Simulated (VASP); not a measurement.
# NaF (Villiaumite) (P1) in VASP: a series of runs

NaF (Villiaumite) is run at these levels: PBEsol+D3(BJ); tasks: single point.

All numbers are computed with VASP 6.6.1; they aren't measurements. Logs are shortened: lines on timing, memory, paths and dates and some standing lists are left out, and cuts for length are marked.

### Step 1. The cell of the first run

The typed cell holds 2 atoms: a = 3.301 Å, b = 3.332 Å, c = 3.268 Å, α = 60.29°, β = 59.57°, γ = 60.15°.

### Step 2. Single point, PBEsol+D3(BJ)

File INCAR:

```
  ALGO = Normal
  EDIFF = 1E-6
  ENCUT = 520
  GGA = PS
  ISIF = 2
  ISMEAR = 0
  IVDW = 12
  LASPH = True
  LCHARG = False
  LREAL = False
  LWAVE = False
  NBANDS = 14
  NELM = 80
  PREC = Accurate
  SIGMA = 0.01
```

File KPOINTS:

```
k-points
0
Gamma
  4 4 4
```

File POSCAR:

```
NaF
1.0
    0.0042800000      2.3334000000      2.3355900000
    2.3473800000     -0.0243400000      2.3642200000
    2.3035500000      2.3182000000      0.0194900000
Na F
1 1
Direct
    0.0004400000      0.0308300000      0.9720700000
    0.4795793260      0.5128627830      0.5373679058
```

Potentials or basis: VASP PAW PBE potentials, release 64 (Na_pv, F).

Run with:

```
> cat potpaw_PBE.64/Na_pv/POTCAR potpaw_PBE.64/F/POTCAR > POTCAR
> mpirun -np 1 vasp_std > vasp.out
```

OUTCAR:

```text
EDIFF = 1E-6
   ENCUT = 520
   GGA = PS
   ISIF = 2
   ISMEAR = 0
   IVDW = 12
   LASPH = True
   LREAL = False
   NELM = 80
   PREC = Accurate
 IVDW          = 12

 ion  position               nearest neighbor table
   1  0.000  0.031  0.972-   2 2.22   2 2.24   2 2.26
   2  0.480  0.513  0.537-   1 2.22   1 2.24   1 2.26

  LATTYP: Found a triclinic cell.
 ALAT       =     3.2636165190
 B/A-ratio  =     1.0116009674
 C/A-ratio  =     1.0156495221
 COS(alpha) =     0.0009533344
 COS(beta)  =     0.4893977470
 COS(gamma) =     0.5044277882

  Lattice vectors:

 A1 = (   2.2992700000,  -0.0152000000,  -2.3161000000)
 A2 = (  -0.0042800000,  -2.3334000000,  -2.3355900000)
 A3 = (  -0.0438300000,   2.3425400000,  -2.3447300000)

Analysis of symmetry for initial positions (statically):
=====================================================================
 Subroutine PRICEL returns:
 Original cell was already a primitive cell.

 Routine SETGRP: Setting up the symmetry group for a
 triclinic supercell.

 Subroutine GETGRP returns: Found  1 space group operations
 (whereof  1 operations were pure point group operations)
 out of a pool of  2 trial point group operations.

The static configuration has the point symmetry C_1 .

Analysis of symmetry for dynamics (positions and initial velocities):
=====================================================================
 Subroutine PRICEL returns:
 Original cell was already a primitive cell.

 Routine SETGRP: Setting up the symmetry group for a
 triclinic supercell.

 Subroutine GETGRP returns: Found  1 space group operations
 (whereof  1 operations were pure point group operations)
 out of a pool of  2 trial point group operations.

The dynamic configuration has the point symmetry C_1 .

 Subroutine INISYM returns: Found  1 space group operations
 (whereof  1 operations are pure point group operations),
 and found     1 'primitive' translations

----------------------------------------------------------------------------------------

                                     Primitive cell

  volume of cell :      25.4182

  direct lattice vectors                    reciprocal lattice vectors
     0.004280000  2.333400000  2.335590000    -0.215640800  0.212459595  0.216292125
     2.347380000 -0.024340000  2.364220000     0.211221831 -0.211661600  0.211076065
     2.303550000  2.318200000  0.019490000     0.219272445  0.215294167 -0.215494113

  length of vectors
     3.301477628  3.331714500  3.268145300     0.372051498  0.366016940  0.375326120

  position of ions in fractional coordinates (direct lattice)
     0.000440000  0.030830000  0.972070000
     0.479579326  0.512862783  0.537367906

  ion indices of the primitive-cell ions
   primitive index   ion index
                 1           1
                 2           2

----------------------------------------------------------------------------------------

 KPOINTS: k-points

Automatic generation of k-mesh.
 Grid dimensions read from file:
 generate k-points for:    4    4    4

 Generating k-lattice:

  Cartesian coordinates                     Fractional coordinates (reciprocal lattice)
    -0.053910200  0.053114899  0.054073031     0.250000000  0.000000000  0.000000000
     0.052805458 -0.052915400  0.052769016     0.000000000  0.250000000 -0.000000000
     0.054818111  0.053823542 -0.053873528     0.000000000  0.000000000  0.250000000

  Length of vectors
     0.093012875  0.091504235  0.093831530

  Shift w.r.t. Gamma in fractional coordinates (k-lattice)
     0.000000000  0.000000000  0.000000000

 Subroutine IBZKPT returns following result:
 ===========================================

 Found     36 irreducible k-points:

 Following reciprocal coordinates:
            Coordinates               Weight
  0.000000  0.000000  0.000000      1.000000
  0.250000  0.000000 -0.000000      2.000000
  0.500000  0.000000 -0.000000      1.000000
 -0.000000  0.250000  0.000000      2.000000
  0.250000  0.250000 -0.000000      2.000000
  0.500000  0.250000 -0.000000      2.000000
[... 16 lines left out ...]
  0.000000 -0.250000  0.250000      2.000000
  0.250000 -0.250000  0.250000      2.000000
 [... further k-points ...]
   k-points           NKPTS =     36   k-points in BZ     NKDIM =     36   number of bands    NBANDS=     14
   number of dos      NEDOS =    301   number of ions     NIONS =      2
   total plane-waves  NPLWV =  18816
   dimension x,y,z NGX =    28 NGY =   28 NGZ =   24
   dimension x,y,z NGXF=    56 NGYF=   56 NGZF=   48
   ions per type =               1   1
   NGX,Y,Z   is equivalent  to a cutoff of  14.10, 13.97, 12.21 a.u.
   NGXF,Y,Z  is equivalent  to a cutoff of  28.20, 27.94, 24.42 a.u.
 SYSTEM =  unknown system
   PREC   = accura    normal or accurate (medium, high low for compatibility)
   ISTART =      0    job   : 0-new  1-cont  2-samecut
   ICHARG =      2    charge: 1-file 2-atom 10-const
   ISPIN  =      1    spin polarized calculation?
   LNONCOLLINEAR =      F non collinear calculations
   LSORBIT =      F    spin-orbit coupling
   LASPH  =      T    aspherical Exc in radial PAW
   ENCUT  =  520.0 eV  38.22 Ry    6.18 a.u.   6.14  6.19  6.08*2*pi/ulx,y,z
   NELM   =     80;   NELMIN=  2; NELMDL= -5     # of ELM steps
   EDIFF  = 0.1E-05   stopping-criterion for ELM
   LREAL  =      F    real-space projection
   EDIFFG = 0.1E-04   stopping-criterion for IOM
   NSW    =      0    number of steps for IOM
   IBRION =     -1    ionic relax: 0-MD 1-quasi-New 2-CG
   NFREE  =      0    steps in history (QN), initial steepest desc. (CG)
   ISIF   =      2    stress and relaxation
   ISYM   =      2    0-nonsym 1-usesym 2-fastsym
   POTIM  = 0.5000    time-step for ionic-motion
   TEBEG  =    0.0;   TEEND  =   0.0 temperature during run
   PSTRESS=    0.0 pullay stress
   NELECT =      14.0000    total number of electrons
   NUPDOWN=      -1.0000    fix difference up-down
   EMIN   =  10.00;   EMAX   =-10.00  energy-range for DOS
   EFERMI =   0.00;   METHOD = LEGACY
   ISMEAR =     0;   SIGMA  =   0.01  broadening in eV -4-tet -1-fermi 0-gaus
   EFERMI_NEDOS =   21; number of points for ismear=-14 and -15
   IALGO  =     38    algorithm
   IMIX   =      4    mixing-type and parameters
     AMIX     =   0.40;   BMIX     =  1.00
     AMIX_MAG =   1.60;   BMIX_MAG =  1.00
  volume/ion in A,a.u.               =      12.71        85.77
  Fermi-wavevector in a.u.,A,eV,Ry     =   1.341948  2.535914 24.501705  1.800825
  Thomas-Fermi vector in A             =   2.470141
   LORBIT       =      0    0 simple, 1 ext, 2 COOP (PROOUT), +10 PAW based schemes
   GGA     = PS    functional components
   LHFCALC =     F    Hartree Fock is set to
   AEXX    =    0.0000 exact exchange contribution
   IVDW    =    12    specifies the selected vdW correction
   LEPSILON=     F    determine dielectric tensor
   LRPA    =     F    only Hartree local field effects (RPA)
 non-spin polarized calculation
 Gauss-broadening in eV      SIGMA  =   0.01
  energy-cutoff  :      520.00
  volume of cell :       25.42
 maximum number of plane-waves:       694
 NGX is ok and might be reduce to    28
   NGX = 13   NGY = 13   NGZ = 13

 number of electron      14.0000001 magnetization

 Free energy of the ion-electron system (eV)
  ---------------------------------------------------
  ext. energy  EPLUGINS =         0.00000000
  ---------------------------------------------------
  free energy    TOTEN  =        -8.73485643 eV

  energy without entropy =       -8.73485643  energy(sigma->0) =       -8.73485643

 E-fermi :  -2.1658     XC(G=0):  -9.2178

 val. band max:       -2.2339232903   @ k =   0.0000   0.0000   0.0000
 cond. band min:       3.7773874535   @ k =   0.0000   0.0000   0.0000
 fundamental gap:      6.0113107438
 Fermi energy:        -2.1657683400

 k-point     1 :       0.0000    0.0000    0.0000
  band No.  band energies     occupation
      1     -21.3684      2.00000
      2     -21.0841      2.00000
      3     -21.0806      2.00000
      4     -21.0101      2.00000
      5      -2.3164      2.00000
      6      -2.2718      2.00000
      7      -2.2339      2.00000
      8       3.7774      0.00000
      9      16.1208      0.00000
     10      16.4902      0.00000
     11      16.8834      0.00000
     12      19.0266      0.00000
     13      21.3532      0.00000
     14      21.5312      0.00000

 k-point     2 :       0.2500    0.0000   -0.0000
  band No.  band energies     occupation
      1     -21.7393      2.00000
      2     -21.0973      2.00000
      3     -21.0871      2.00000
      4     -20.5646      2.00000
      5      -3.1555      2.00000
      6      -2.4280      2.00000
      7      -2.3618      2.00000
      8       5.6255      0.00000
      9      12.5859      0.00000
     10      16.8568      0.00000
     11      17.3788      0.00000
     12      20.0809      0.00000
     13      20.3885      0.00000
     14      21.6805      0.00000

 k-point     3 :       0.5000    0.0000   -0.0000
  band No.  band energies     occupation
      1     -21.9318      2.00000
      2     -21.1035      2.00000
      3     -21.0928      2.00000
      4     -20.3046      2.00000
      5      -3.8312      2.00000
      6      -2.5434      2.00000
      7      -2.4794      2.00000
      8       8.2072      0.00000
      9       9.8858      0.00000
     10      17.1531      0.00000
     11      17.5705      0.00000
     12      20.2340      0.00000
     13      20.7225      0.00000
     14      21.0066      0.00000
[... 324 lines left out ...]
 k-point    23 :       0.0000   -0.2500    0.2500
  band No.  band energies     occupation
      1     -21.7709      2.00000
      2     -21.1451      2.00000
      3     -21.0977      2.00000
      4     -20.4561      2.00000
      5      -3.4325      2.00000
      6      -2.8204      2.00000
      7      -2.5090      2.00000
      8       7.7921      0.00000
      9      11.3396      0.00000
     10      14.5118      0.00000
     11      17.8152      0.00000
     12      19.1435      0.00000
     13      19.9042      0.00000
     14      24.6564      0.00000

 k-point    24 :       0.2500   -0.2500    0.2500
  band No.  band energies     occupation
      1     -21.7200      2.00000
      2     -21.1483      2.00000
      3     -21.1191      2.00000
      4     -20.4968      2.00000
      5      -3.4978      2.00000
      6      -2.8345      2.00000
      7      -2.5399      2.00000
      8       8.8409      0.00000
      9      10.5110      0.00000
     10      13.9916      0.00000
     11      17.1529      0.00000
     12      17.6395      0.00000
     13      23.1610      0.00000
     14      24.3041      0.00000

 [... further k-points ...]

------------------------ aborting loop because EDIFF is reached ----------------------------------------

 Edisp (eV)   -0.31705

 E8    (eV) :    -0.2107

  FORCE on cell =-STRESS in cart. coord.  units (eV):
  Direction    XX          YY          ZZ          XY          YZ          ZX
  --------------------------------------------------------------------------------------
  -------------------------------------------------------------------------------------
  Total      -0.31129    -0.40886    -0.46080     0.03024     0.05132    -0.05164
  in kB     -19.62145   -25.77172   -29.04539     1.90637     3.23513    -3.25530
  external pressure =      -24.81 kB  Pullay stress =        0.00 kB

 VOLUME and BASIS-vectors are now :
 -----------------------------------------------------------------------------
  energy-cutoff  :      520.00
  volume of cell :       25.42
      direct lattice vectors                 reciprocal lattice vectors
     0.004280000  2.333400000  2.335590000    -0.215640800  0.212459595  0.216292125
     2.347380000 -0.024340000  2.364220000     0.211221831 -0.211661600  0.211076065
     2.303550000  2.318200000  0.019490000     0.219272445  0.215294167 -0.215494113

 POSITION                                       TOTAL-FORCE (eV/Angst)
 -----------------------------------------------------------------------------------
      2.31158      2.25373      0.09286         0.234390      0.199533     -0.165304
      2.44379      2.35229      2.34309        -0.234390     -0.199533      0.165304
 -----------------------------------------------------------------------------------
    total drift:                               -0.000335     -0.000472     -0.000200

  FREE ENERGIE OF THE ION-ELECTRON SYSTEM (eV)
  ---------------------------------------------------
  free  energy   TOTEN  =        -9.0519106450 eV

  energy  without entropy=       -9.0519106450  energy(sigma->0) =       -9.05191065
```

It took 9 s on 1 thread of Intel Xeon Platinum 8488C (Sapphire Rapids), shared host; peak memory 0.15 GiB.

What came out:

| Item | Value |
| --- | --- |
| Free energy | -9.0519 eV |
| Pressure | -2.5 GPa |
| Largest force | 0.349 eV/Å |
| Band gap on the k mesh | 6.01 eV, direct |
| Dispersion energy per atom | -0.159 eV |

Forces on the atoms (eV/Å):
```
Na   0.234  0.200 -0.165
F   -0.234 -0.200  0.165
```

Caveat: the k points lie up to 0.59 Å⁻¹ apart; three body term missing; the PAW data sets were made with another functional, which shifts forces and pressure a little.

[end of part 1 of 2]
